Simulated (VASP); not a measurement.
**Ta: single point with LDA**

Crystal: Ta.

```
Ta
1.0
    -1.62648    1.62648    1.62648
     1.62648   -1.62648    1.62648
     1.62648    1.62648   -1.62648
Ta
1
Direct
  0.00000 0.00000 0.00000
```

| Quantity | Value |
| --- | --- |
| Program | VASP 6.6.1 |
| Task | single point |
| Functional | LDA |
| Potentials or basis | VASP PAW LDA potentials, release 64 (Ta_pv) |
| Cutoff | 520 eV |
| k mesh | 11 × 11 × 11 |
| Occupations | fermi-dirac, width 0.05 eV |
| Spin | no spin polarisation |

The pressure is 0.9 GPa.

Levels at points of the mesh, in eV from the Fermi level:
```
           k point  band 2  band 3  band 4  band 5  band 6  band 7  band 8  band 9
(0.00, 0.00, 0.00)  -32.72  -32.72   -8.01    0.67    0.67    0.67    4.09    4.09
```

Run time: 22 s on 1 thread of AMD EPYC 7R13, with other jobs on the host, peak memory 0.1 GiB.

Caveat: spin-orbit coupling is left out, which moves the levels of the heavy elements.
